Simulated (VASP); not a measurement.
# KBr (Imm2) in VASP: a series of runs

Runs on KBr. Level: r2SCAN. Tasks: single point.

All numbers are computed with VASP 6.6.1; they aren't measurements. Logs are shortened: lines on timing, memory, paths and dates and some standing lists are left out, and cuts for length are marked.

**1. The cell of the first run**

Symmetry: Imm2, No. 44, orthorhombic system. The conventional cell has a = 4.656 Å, b = 6.585 Å, c = 4.656 Å, α = 90.00°, β = 90.00°, γ = 90.00°. Within 4.1 Å of K (site symmetry mm2) lie 6 Br at 3.12 to 3.47 Å. Within 4.1 Å of Br (site symmetry mm2) lie 6 K at 3.12 to 3.47 Å.

**2. Single point, r2SCAN**

POSCAR reads:

```
KBr
1.0
    0.0000000000      3.2925000000      3.2925000000
    3.2925000000      0.0000000000      3.2925000000
    3.2925000000      3.2925000000      0.0000000000
K Br
1 1
Direct
    0.0000000000      0.0000000000      0.0000000000
    0.5536907199      0.5000000000      0.5000000000
```

INCAR.step1 reads:

```
  PREC = Accurate
  ENCUT = 520
  ISMEAR = 0
  SIGMA = 0.05
  LREAL = F
  LASPH = T
  NELM = 80
  NBANDS = 15
  GGA = PE
  ALGO = Normal
  EDIFF = 1E-4
  LWAVE = T
  LCHARG = F
```

INCAR.step2 reads:

```
  PREC = Accurate
  ENCUT = 520
  EDIFF = 1E-6
  ISMEAR = 0
  SIGMA = 0.05
  LREAL = F
  LASPH = T
  NELM = 80
  ALGO = Normal
  ISIF = 2
  LWAVE = F
  LCHARG = T
  METAGGA = R2SCAN
  LMIXTAU = T
  LELF = T
  LVHAR = T
  NBANDS = 15
  ISTART = 1
```

KPOINTS reads:

```
Automatic mesh
0
Gamma
  6 6 6
```

Potentials or basis: VASP PAW PBE potentials, release 64 (K_sv, Br).

On the command line:

```
$ cat potpaw_PBE.64/K_sv/POTCAR potpaw_PBE.64/Br/POTCAR > POTCAR
$ cp INCAR.step1 INCAR
$ mpirun -np 1 vasp_std > vasp.out
$ cp INCAR.step2 INCAR
$ mpirun -np 1 vasp_std > vasp.out
```

OUTCAR:

```text
PREC = Accurate
   ENCUT = 520
   EDIFF = 1E-6
   ISMEAR = 0
   LREAL = F
   LASPH = T
   NELM = 80
   ISIF = 2
   METAGGA = R2SCAN
   ISTART = 1

 ion  position               nearest neighbor table
   1  0.000  0.000  0.000-   2 3.12   2 3.12   2 3.30   2 3.30
   2  0.554  0.500  0.500-   1 3.12   1 3.12   1 3.30   1 3.30

  LATTYP: Found a face centered cubic cell.
 ALAT       =     6.5850000000

  Lattice vectors:

 A1 = (   0.0000000000,   3.2925000000,   3.2925000000)
 A2 = (   3.2925000000,   0.0000000000,   3.2925000000)
 A3 = (   3.2925000000,   3.2925000000,   0.0000000000)

Analysis of symmetry for initial positions (statically):
=====================================================================
 Subroutine PRICEL returns:
 Original cell was already a primitive cell.

 Routine SETGRP: Setting up the symmetry group for a
 face centered cubic supercell.

 Subroutine GETGRP returns: Found  4 space group operations
 (whereof  4 operations were pure point group operations)
 out of a pool of 48 trial point group operations.

The static configuration has the point symmetry C_2v.

Analysis of symmetry for dynamics (positions and initial velocities):
=====================================================================
 Subroutine PRICEL returns:
 Original cell was already a primitive cell.

 Routine SETGRP: Setting up the symmetry group for a
 face centered cubic supercell.

 Subroutine GETGRP returns: Found  4 space group operations
 (whereof  4 operations were pure point group operations)
 out of a pool of 48 trial point group operations.

The dynamic configuration has the point symmetry C_2v.

 Subroutine INISYM returns: Found  4 space group operations
 (whereof  4 operations are pure point group operations),
 and found     1 'primitive' translations

----------------------------------------------------------------------------------------

                                     Primitive cell

  volume of cell :      71.3851

  direct lattice vectors                    reciprocal lattice vectors
     0.000000000  3.292500000  3.292500000    -0.151860289  0.151860289  0.151860289
     3.292500000  0.000000000  3.292500000     0.151860289 -0.151860289  0.151860289
     3.292500000  3.292500000  0.000000000     0.151860289  0.151860289 -0.151860289

  length of vectors
     4.656298154  4.656298154  4.656298154     0.263029735  0.263029735  0.263029735

  position of ions in fractional coordinates (direct lattice)
     0.000000000  0.000000000  0.000000000
     0.553690720  0.500000000  0.500000000

  ion indices of the primitive-cell ions
   primitive index   ion index
                 1           1
                 2           2

----------------------------------------------------------------------------------------

 KPOINTS: Automatic mesh

Automatic generation of k-mesh.
 Grid dimensions read from file:
 generate k-points for:    6    6    6

 Generating k-lattice:

  Cartesian coordinates                     Fractional coordinates (reciprocal lattice)
    -0.025310048  0.025310048  0.025310048     0.166666667  0.000000000  0.000000000
     0.025310048 -0.025310048  0.025310048     0.000000000  0.166666667  0.000000000
     0.025310048  0.025310048 -0.025310048     0.000000000  0.000000000  0.166666667

  Length of vectors
     0.043838289  0.043838289  0.043838289

  Shift w.r.t. Gamma in fractional coordinates (k-lattice)
     0.000000000  0.000000000  0.000000000

 Subroutine IBZKPT returns following result:
 ===========================================

 Found     46 irreducible k-points:

 Following reciprocal coordinates:
            Coordinates               Weight
  0.000000  0.000000  0.000000      1.000000
  0.166667  0.000000  0.000000      4.000000
  0.000000  0.166667  0.000000      4.000000
  0.333333  0.000000  0.000000      4.000000
  0.000000  0.333333  0.000000      4.000000
  0.500000  0.000000  0.000000      2.000000
[... 16 lines left out ...]
  0.000000 -0.166667  0.166667      2.000000
 -0.333333 -0.166667 -0.166667      2.000000
 [... further k-points ...]
   k-points           NKPTS =     46   k-points in BZ     NKDIM =     46   number of bands    NBANDS=     15
   number of dos      NEDOS =    301   number of ions     NIONS =      2
   total plane-waves  NPLWV =  46656
   dimension x,y,z NGX =    36 NGY =   36 NGZ =   36
   dimension x,y,z NGXF=    72 NGYF=   72 NGZF=   72
   ions per type =               1   1
   NGX,Y,Z   is equivalent  to a cutoff of  12.85, 12.85, 12.85 a.u.
   NGXF,Y,Z  is equivalent  to a cutoff of  25.71, 25.71, 25.71 a.u.
 SYSTEM =  unknown system
   PREC   = accura    normal or accurate (medium, high low for compatibility)
   ISTART =      1    job   : 0-new  1-cont  2-samecut
   ICHARG =      0    charge: 1-file 2-atom 10-const
   ISPIN  =      1    spin polarized calculation?
   LNONCOLLINEAR =      F non collinear calculations
   LSORBIT =      F    spin-orbit coupling
   LASPH  =      T    aspherical Exc in radial PAW
   ENCUT  =  520.0 eV  38.22 Ry    6.18 a.u.   8.66  8.66  8.66*2*pi/ulx,y,z
   NELM   =     80;   NELMIN=  2; NELMDL=  0     # of ELM steps
   EDIFF  = 0.1E-05   stopping-criterion for ELM
   LREAL  =      F    real-space projection
   EDIFFG = 0.1E-04   stopping-criterion for IOM
   NSW    =      0    number of steps for IOM
   IBRION =     -1    ionic relax: 0-MD 1-quasi-New 2-CG
   NFREE  =      0    steps in history (QN), initial steepest desc. (CG)
   ISIF   =      2    stress and relaxation
   ISYM   =      2    0-nonsym 1-usesym 2-fastsym
   POTIM  = 0.5000    time-step for ionic-motion
   TEBEG  =    0.0;   TEEND  =   0.0 temperature during run
   PSTRESS=    0.0 pullay stress
   NELECT =      16.0000    total number of electrons
   NUPDOWN=      -1.0000    fix difference up-down
   EMIN   =  10.00;   EMAX   =-10.00  energy-range for DOS
   EFERMI =   0.00;   METHOD = LEGACY
   ISMEAR =     0;   SIGMA  =   0.05  broadening in eV -4-tet -1-fermi 0-gaus
   EFERMI_NEDOS =   21; number of points for ismear=-14 and -15
   IALGO  =     38    algorithm
   IMIX   =      4    mixing-type and parameters
     AMIX     =   0.40;   BMIX     =  1.00
     AMIX_MAG =   1.60;   BMIX_MAG =  1.00
  volume/ion in A,a.u.               =      35.69       240.87
  Fermi-wavevector in a.u.,A,eV,Ry     =   0.994441  1.879221 13.454978  0.988913
  Thomas-Fermi vector in A             =   2.126392
   LORBIT       =      0    0 simple, 1 ext, 2 COOP (PROOUT), +10 PAW based schemes
   METAGGA = R2SCAN    functional components
   LHFCALC =     F    Hartree Fock is set to
   AEXX    =    0.0000 exact exchange contribution
   IVDW    =     0    specifies the selected vdW correction
   LEPSILON=     F    determine dielectric tensor
   LRPA    =     F    only Hartree local field effects (RPA)
 non-spin polarized calculation
 Gauss-broadening in eV      SIGMA  =   0.05
  energy-cutoff  :      520.00
  volume of cell :       71.39
 maximum number of plane-waves:      1948
 NGX is ok and might be reduce to    36
   NGX = 17   NGY = 17   NGZ = 17

 number of electron      15.9999998 magnetization

 Free energy of the ion-electron system (eV)
  ---------------------------------------------------
  ext. energy  EPLUGINS =         0.00000000
  ---------------------------------------------------
  free energy    TOTEN  =       -23.20408148 eV

  energy without entropy =      -23.20408148  energy(sigma->0) =      -23.20408148

 E-fermi :  -1.9062     XC(G=0):  -7.7694

 val. band max:       -2.1387017767   @ k =   0.0000   0.0000   0.0000
 cond. band min:       2.9730613149   @ k =   0.0000   0.0000   0.0000
 fundamental gap:      5.1117630915
 Fermi energy:        -1.9062158260

 k-point     1 :       0.0000    0.0000    0.0000
  band No.  band energies     occupation
      1     -30.9739      2.00000
      2     -14.8816      2.00000
      3     -13.6860      2.00000
      4     -13.6814      2.00000
      5     -13.6686      2.00000
      6      -2.1456      2.00000
      7      -2.1428      2.00000
      8      -2.1387      2.00000
      9       2.9731      0.00000
     10       6.1035      0.00000
     11       6.1765      0.00000
     12       6.2239      0.00000
     13       7.1475      0.00000
     14       7.2006      0.00000
     15       9.8405      0.00000

 k-point     2 :       0.1667    0.0000    0.0000
  band No.  band energies     occupation
      1     -30.9725      2.00000
      2     -14.9270      2.00000
      3     -13.6874      2.00000
      4     -13.6853      2.00000
      5     -13.6017      2.00000
      6      -2.4932      2.00000
      7      -2.2304      2.00000
      8      -2.2224      2.00000
      9       3.6248      0.00000
     10       5.9872      0.00000
     11       6.4325      0.00000
     12       6.5007      0.00000
     13       7.5606      0.00000
     14       7.5763      0.00000
     15      10.8118      0.00000

 k-point     3 :       0.0000    0.1667    0.0000
  band No.  band energies     occupation
      1     -30.9725      2.00000
      2     -14.9317      2.00000
      3     -13.6912      2.00000
      4     -13.6843      2.00000
      5     -13.5942      2.00000
      6      -2.4983      2.00000
      7      -2.2248      2.00000
      8      -2.2109      2.00000
      9       3.6237      0.00000
     10       5.8838      0.00000
     11       6.4412      0.00000
     12       6.5051      0.00000
     13       7.5680      0.00000
     14       7.6659      0.00000
     15      10.8352      0.00000
[... 343 lines left out ...]
 k-point    23 :       0.0000   -0.1667    0.1667
  band No.  band energies     occupation
      1     -30.9705      2.00000
      2     -14.9771      2.00000
      3     -13.7004      2.00000
      4     -13.6891      2.00000
      5     -13.5216      2.00000
      6      -2.8130      2.00000
      7      -2.3384      2.00000
      8      -2.3190      2.00000
      9       4.4117      0.00000
     10       5.6973      0.00000
     11       6.8638      0.00000
     12       7.0773      0.00000
     13       7.7531      0.00000
     14       8.6838      0.00000
     15      10.5312      0.00000

 k-point    24 :      -0.3333   -0.1667   -0.1667
  band No.  band energies     occupation
      1     -30.9706      2.00000
      2     -14.9638      2.00000
      3     -13.7006      2.00000
      4     -13.6856      2.00000
      5     -13.5379      2.00000
      6      -2.8188      2.00000
      7      -2.3479      2.00000
      8      -2.3359      2.00000
      9       4.4304      0.00000
     10       5.7681      0.00000
     11       6.7507      0.00000
     12       7.3696      0.00000
     13       7.8403      0.00000
     14       8.3556      0.00000
     15      10.5525      0.00000

 [... further k-points ...]

------------------------ aborting loop because EDIFF is reached ----------------------------------------

  FORCE on cell =-STRESS in cart. coord.  units (eV):
  Direction    XX          YY          ZZ          XY          YZ          ZX
  --------------------------------------------------------------------------------------
  -------------------------------------------------------------------------------------
  Total        0.0345267      0.3543628      0.3543628      0.0000000     -0.0846484      0.0000000
  in kB        0.7749215      7.9533734      7.9533734      0.0000000     -1.8998607      0.0000000
  external PRESSURE =       5.5605561 kB  Pullay stress =       0.0000000 kB

 VOLUME and BASIS-vectors are now :
 -----------------------------------------------------------------------------
  energy-cutoff  :      520.00
  volume of cell :       71.39
      direct lattice vectors                 reciprocal lattice vectors
     0.000000000  3.292500000  3.292500000    -0.151860289  0.151860289  0.151860289
     3.292500000  0.000000000  3.292500000     0.151860289 -0.151860289  0.151860289
     3.292500000  3.292500000  0.000000000     0.151860289  0.151860289 -0.151860289

 POSITION                                       TOTAL-FORCE (eV/Angst)
 -----------------------------------------------------------------------------------
      0.00000      0.00000      0.00000        -0.000000      0.254386      0.254386
      3.29250      3.46928      3.46928         0.000000     -0.254386     -0.254386
 -----------------------------------------------------------------------------------
    total drift:                               -0.000000     -0.000451     -0.000451

  FREE ENERGIE OF THE ION-ELECTRON SYSTEM (eV)
  ---------------------------------------------------
  free  energy   TOTEN  =       -23.2040814768 eV

  energy  without entropy=      -23.2040814768  energy(sigma->0) =      -23.20408148
```

Run time: 1.9 min. Hardware: 1 thread of Intel Xeon 6975P-C (Granite Rapids), shared host; peak memory 0.24 GiB.

What came out:

| Item | Value |
| --- | --- |
| Free energy | -23.2041 eV |
| Pressure | 0.6 GPa |
| Largest force | 0.360 eV/Å |
| Band gap on the k mesh | 5.11 eV |

Forces in eV/Å, atoms in the order of the input:
```
K    0.000  0.254  0.254
Br   0.000 -0.254 -0.254
```

Stress tensor (GPa, compression positive):
```
 0.08  0.00  0.00
 0.00  0.80 -0.19
 0.00 -0.19  0.80
```

Caveat: the cell differs from its parent crystal (all Br atoms moved -0.250 Å, as atom 2 towards its neighbour atom 2 (Br) at 4.656 Å); the PAW data sets were made with another functional, which shifts forces and pressure a little.

**3. Single point, r2SCAN**

Edit POSCAR of step 2 so:

```diff
@@ -9,2 +9,2 @@
     0.0000000000      0.0000000000      0.0000000000
-    0.5536907199      0.5000000000      0.5000000000
+    0.4731546400      0.5000000000      0.5000000000
```

INCAR.step1 reads:

```
PREC = Accurate ; ENCUT = 520
ISMEAR = 0 ; SIGMA = 0.05
LREAL = F ; LASPH = T
NELM = 100 ; NBANDS = 15
GGA = PE ; ALGO = Normal
EDIFF = 1E-4 ; LWAVE = T
LCHARG = F
```

INCAR.step2 reads:

```
PREC = Accurate ; ENCUT = 520
EDIFF = 1E-6 ; ISMEAR = 0
SIGMA = 0.05 ; LREAL = F
LASPH = T ; NELM = 100
ALGO = Normal ; ISIF = 2
LWAVE = F ; LCHARG = F
METAGGA = R2SCAN ; LMIXTAU = T
NBANDS = 15 ; ISTART = 1
```

KPOINTS is that of step 2.

Potentials or basis: VASP PAW PBE potentials, release 64 (K_sv, Br).

On the command line:

```
$ cat potpaw_PBE.64/K_sv/POTCAR potpaw_PBE.64/Br/POTCAR > POTCAR
$ cp INCAR.step1 INCAR
$ mpirun -np 1 vasp_std > vasp.out
$ cp INCAR.step2 INCAR
$ mpirun -np 1 vasp_std > vasp.out
```

OUTCAR:

```text
PREC = Accurate
   ENCUT = 520
   EDIFF = 1E-6
   ISMEAR = 0
   LREAL = F
   LASPH = T
   NELM = 100
   ISIF = 2
   METAGGA = R2SCAN
   ISTART = 1

 ion  position               nearest neighbor table
   1  0.000  0.000  0.000-   2 3.21   2 3.21   2 3.29   2 3.29
   2  0.473  0.500  0.500-   1 3.21   1 3.21   1 3.29   1 3.29

  LATTYP: Found a face centered cubic cell.
 ALAT       =     6.5850000000

  Lattice vectors:

[... 616 lines left out ...]
     15      10.5941      0.00000

 [... further k-points ...]

------------------------ aborting loop because EDIFF is reached ----------------------------------------

  FORCE on cell =-STRESS in cart. coord.  units (eV):
  Direction    XX          YY          ZZ          XY          YZ          ZX
  --------------------------------------------------------------------------------------
  -------------------------------------------------------------------------------------
  Total        0.0672823      0.1472613      0.1472613      0.0000000     -0.0200762      0.0000000
  in kB        1.5100935      3.3051549      3.3051549      0.0000000     -0.4505933      0.0000000
  external PRESSURE =       2.7068011 kB  Pullay stress =       0.0000000 kB

 VOLUME and BASIS-vectors are now :
 -----------------------------------------------------------------------------
  energy-cutoff  :      520.00
  volume of cell :       71.39
      direct lattice vectors                 reciprocal lattice vectors
     0.000000000  3.292500000  3.292500000    -0.151860289  0.151860289  0.151860289
     3.292500000  0.000000000  3.292500000     0.151860289 -0.151860289  0.151860289
     3.292500000  3.292500000  0.000000000     0.151860289  0.151860289 -0.151860289

 POSITION                                       TOTAL-FORCE (eV/Angst)
 -----------------------------------------------------------------------------------
      0.00000      0.00000      0.00000         0.000000     -0.123344     -0.123344
      3.29250      3.20411      3.20411         0.000000      0.123344      0.123344
 -----------------------------------------------------------------------------------
    total drift:                               -0.000000      0.000448      0.000448

  FREE ENERGIE OF THE ION-ELECTRON SYSTEM (eV)
  ---------------------------------------------------
  free  energy   TOTEN  =       -23.2373036193 eV

  energy  without entropy=      -23.2373036193  energy(sigma->0) =      -23.23730362
```

Wall time 1.8 min (1 thread of Intel Xeon 6975P-C (Granite Rapids), shared host); peak memory 0.24 GiB.

Results:

| Quantity | Value |
| --- | --- |
| Free energy | -23.2373 eV |
| Pressure | 0.3 GPa |
| Largest force | 0.174 eV/Å |
| Band gap on the k mesh | 5.10 eV |

Forces in eV/Å, atoms in the order of the input:
```
K    0.000 -0.123 -0.123
Br   0.000  0.123  0.123
```

Caveat: the cell differs from its parent crystal (all Br atoms moved +0.125 Å, as atom 2 towards its neighbour atom 2 (Br) at 4.656 Å); the PAW data sets were made with another functional, which shifts forces and pressure a little.

(Part 1 of 2 ends here.)
